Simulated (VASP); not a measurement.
# Cs2Be (Fm-3m) in VASP: further runs, part 2 of 2

VASP 6.6.1. The steps go on from the part before.

### Step 5. Relaxation of cell and atoms, PBE

INCAR reads:

```
PREC     = Accurate       # precision mode
ENCUT    = 600            # plane-wave cutoff, eV
EDIFF    = 1E-6           # SCF threshold, eV
ISMEAR   = 0              # smearing method
SIGMA    = 0.1            # smearing width, eV
LREAL    = F              # projectors in reciprocal space
LASPH    = T              # aspherical terms in the spheres
NELM     = 80             # most SCF steps
ALGO     = Fast           # electronic algorithm
ISIF     = 3              # what is computed and relaxed
LWAVE    = F              # write WAVECAR
LCHARG   = F              # write CHGCAR
GGA      = PE             # functional
IBRION   = 2              # ionic algorithm
NSW      = 100            # ionic steps
EDIFFG   = -0.01          # ionic threshold
```

KPOINTS reads:

```
regular mesh
0
Gamma
  10 10 10
```

POSCAR reads:

```
Cs2Be
1.0
    0.0000000000      4.4525576711      4.4525576711
    4.4525576711      0.0000000000      4.4525576711
    4.4525576711      4.4525576711      0.0000000000
Cs Be
2 1
Direct
    0.2500000000      0.2500000000      0.2500000000
    0.7500000000      0.7500000000      0.7500000000
    0.0000000000      0.0000000000      0.0000000000
```

Potentials or basis: VASP PAW PBE potentials, release 64 (Cs_sv, Be).

The run is started by

```sh
$ cat potpaw_PBE.64/Cs_sv/POTCAR potpaw_PBE.64/Be/POTCAR > POTCAR
$ mpirun -np 1 vasp_std > vasp.out
```

OUTCAR:

```text
PREC = Accurate
   ENCUT = 600
   EDIFF = 1E-6
   ISMEAR = 0
   LREAL = F
   LASPH = T
   NELM = 80
   ISIF = 3
   GGA = PE
   IBRION = 2
   NSW = 100
   EDIFFG = -0.01

 ion  position               nearest neighbor table
   1  0.250  0.250  0.250-
   2  0.750  0.750  0.750-
   3  0.000  0.000  0.000-

  LATTYP: Found a face centered cubic cell.
 ALAT       =     8.9051153422

  Lattice vectors:

 A1 = (   0.0000000000,   4.4525576711,   4.4525576711)
 A2 = (   4.4525576711,   0.0000000000,   4.4525576711)
 A3 = (   4.4525576711,   4.4525576711,   0.0000000000)

Analysis of symmetry for initial positions (statically):
=====================================================================
 Subroutine PRICEL returns:
 Original cell was already a primitive cell.

 Routine SETGRP: Setting up the symmetry group for a
 face centered cubic supercell.

 Subroutine GETGRP returns: Found 48 space group operations
 (whereof 48 operations were pure point group operations)
 out of a pool of 48 trial point group operations.

The static configuration has the point symmetry O_h .

Analysis of symmetry for dynamics (positions and initial velocities):
=====================================================================
 Subroutine PRICEL returns:
 Original cell was already a primitive cell.

 Routine SETGRP: Setting up the symmetry group for a
 face centered cubic supercell.

 Subroutine GETGRP returns: Found 48 space group operations
 (whereof 48 operations were pure point group operations)
 out of a pool of 48 trial point group operations.

The dynamic configuration has the point symmetry O_h .

 Subroutine INISYM returns: Found 48 space group operations
 (whereof 48 operations are pure point group operations),
 and found     1 'primitive' translations

[... 137 lines left out ...]

 number of electron      19.9999999 magnetization

 Free energy of the ion-electron system (eV)
  ---------------------------------------------------
  ext. energy  EPLUGINS =         0.00000000
  ---------------------------------------------------
  free energy    TOTEN  =        -3.01059142 eV

  energy without entropy =       -3.00403616  energy(sigma->0) =       -3.00731379

------------------------ aborting loop because EDIFF is reached ----------------------------------------

  FORCE on cell =-STRESS in cart. coord.  units (eV):
  Direction    XX          YY          ZZ          XY          YZ          ZX
  --------------------------------------------------------------------------------------
  -------------------------------------------------------------------------------------
  Total        0.3428234      0.3428234      0.3428234     -0.0000000      0.0000000     -0.0000000
  in kB        3.1111599      3.1111599      3.1111599     -0.0000000      0.0000000     -0.0000000
  external PRESSURE =       3.1111599 kB  Pullay stress =       0.0000000 kB
[... 61 lines left out ...]
--------------------------------------- Ionic step        3  -------------------------------------------

 number of electron      20.0000001 magnetization

 Free energy of the ion-electron system (eV)
  ---------------------------------------------------
  ext. energy  EPLUGINS =         0.00000000
  ---------------------------------------------------
  free energy    TOTEN  =        -3.02093509 eV

  energy without entropy =       -3.01537589  energy(sigma->0) =       -3.01815549

 E-fermi :   0.9471     XC(G=0):  -6.4098

 val. band max:        0.8995329227   @ k =  -0.3000   0.4000   0.2000
 cond. band min:       0.9812536909   @ k =  -0.3000   0.4000   0.2000
 fundamental gap:      0.0817207682
 Fermi energy:         0.9471378618

 k-point     1 :       0.0000    0.0000    0.0000
  band No.  band energies     occupation
      1     -22.3129      2.00000
      2     -22.2446      2.00000
      3      -9.2508      2.00000
      4      -9.2508      2.00000
      5      -9.2508      2.00000
      6      -8.9672      2.00000
      7      -8.9672      2.00000
      8      -8.9672      2.00000
      9      -2.2971      2.00000
     10       1.0140      0.34413
     11       1.0140      0.34413
     12       1.0140      0.34413
     13       2.1598      0.00000
     14       2.7071      0.00000
[... 377 lines left out ...]
      1     -22.2932      2.00000
      2     -22.2632      2.00000
      3      -9.3018      2.00000
      4      -9.2930      2.00000
      5      -9.2920      2.00000
      6      -8.9704      2.00000
      7      -8.9452      2.00000
      8      -8.9435      2.00000
      9      -1.7667      2.00000
     10       0.3875      2.00000
     11       1.5403      0.00000
     12       1.5947      0.00000
     13       2.1816      0.00000
     14       3.2184      0.00000

 [... further k-points ...]

------------------------ aborting loop because EDIFF is reached ----------------------------------------

  FORCE on cell =-STRESS in cart. coord.  units (eV):
  Direction    XX          YY          ZZ          XY          YZ          ZX
  --------------------------------------------------------------------------------------
  -------------------------------------------------------------------------------------
  Total        0.0085567      0.0085567      0.0085567     -0.0000000      0.0000000     -0.0000000
  in kB        0.0731129      0.0731129      0.0731129     -0.0000000      0.0000000     -0.0000000
  external PRESSURE =       0.0731129 kB  Pullay stress =       0.0000000 kB
[... 18 lines left out ...]
  FREE ENERGIE OF THE ION-ELECTRON SYSTEM (eV)
  ---------------------------------------------------
  free  energy   TOTEN  =        -3.0209350891 eV

  energy  without entropy=       -3.0153758916  energy(sigma->0) =       -3.01815549

 reached required accuracy - stopping structural energy minimisation
```

Wall time 11 min (1 thread of Intel Xeon 8259CL, shared host); peak memory 0.42 GiB.

Results:

- Free energy: -3.0209 eV
- Relaxed volume: 62.50 Å³/atom
- Relaxed cell: a = 6.425 Å, b = 6.425 Å, c = 6.425 Å, α = 60.00°, β = 60.00°, γ = 60.00°
- Space group after relaxing (to 0.1 Å): Fm-3m (No. 225)
- Energy gained by relaxing: 3.4 meV/atom
- Ionic steps: 3
- Pressure after relaxing: 0.0 GPa
- Band gap on the k mesh: zero (bands 10 and 11 overlap by 0.03 eV)

The path:
| step | energy change (eV) | largest force (eV/Å) | pressure (GPa) | volume (Å³) |
| --- | --- | --- | --- | --- |
| 1 | 0.0000 | 0.0000 | 0.31 | 176.55 |
| 2 | -0.0049 | 0.0000 | 0.22 | 179.48 |
| 3 | -0.0103 | 0.0000 | 0.01 | 187.51 |

Final structure:
```xyz
3
Lattice="0.0000 4.5429 4.5429 4.5429 0.0000 4.5429 4.5429 4.5429 0.0000" Properties=species:S:1:pos:R:3 pbc="T T T"
Cs    2.2714    2.2714    2.2714
Cs    6.8143    6.8143    6.8143
Be    0.0000    0.0000    0.0000
```

Levels at points of the mesh, in eV from the Fermi level:
| k point | band 7 | band 8 | band 9 | band 10 | band 11 | band 12 | band 13 | band 14 |
| --- | --- | --- | --- | --- | --- | --- | --- | --- |
| (0.00, 0.00, 0.00) | -9.91 | -9.91 | -3.24 | 0.07 | 0.07 | 0.07 | 1.21 | 1.76 |
| (0.50, 0.00, 0.00) | -10.06 | -10.06 | -2.70 | -0.35 | 0.50 | 0.50 | 2.18 | 2.41 |
| (0.50, 0.50, 0.00) | -9.87 | -9.84 | -2.60 | -0.59 | 0.81 | 0.81 | 0.85 | 1.89 |

Caveat: spin-orbit coupling is left out, which moves the levels of the heavy elements.

### Step 6. The runs side by side

```tsv
task	cell	k mesh	cutoff (eV)	gap on the mesh (eV)	pressure (GPa)	relaxed volume (Å³/atom)
single point	a = 6.297 Å, angles 60.0°, 3 atoms	4 × 4 × 4	520	none	0.3	-
relaxation of cell and atoms	relaxed from a = 5.147 Å, angles 60.0°, 3 atoms	4 × 4 × 4	600	none	0.0	62.23
single point	a = 6.419 Å, angles 60.0°, 3 atoms	10 × 10 × 10	520	none	0.0	-
relaxation of cell and atoms	relaxed from a = 6.297 Å, angles 60.0°, 3 atoms	10 × 10 × 10	600	none	0.0	62.50
```

Alike in all rows: level PBE; potentials or basis VASP PAW PBE potentials, release 64 (Cs_sv, Be); no spin polarisation; smearing gaussian 0.1 eV.

Caveats: some runs use coarse meshes; spin-orbit coupling is left out, which moves the levels of the heavy elements; the volume moved by over 15 % at a fixed basis, so the end points are rough (at least some runs).

Absolute energies hang on the potentials; compare differences alone.

The gap in the log of VASP goes by the Fermi energy; the results here count the filled bands.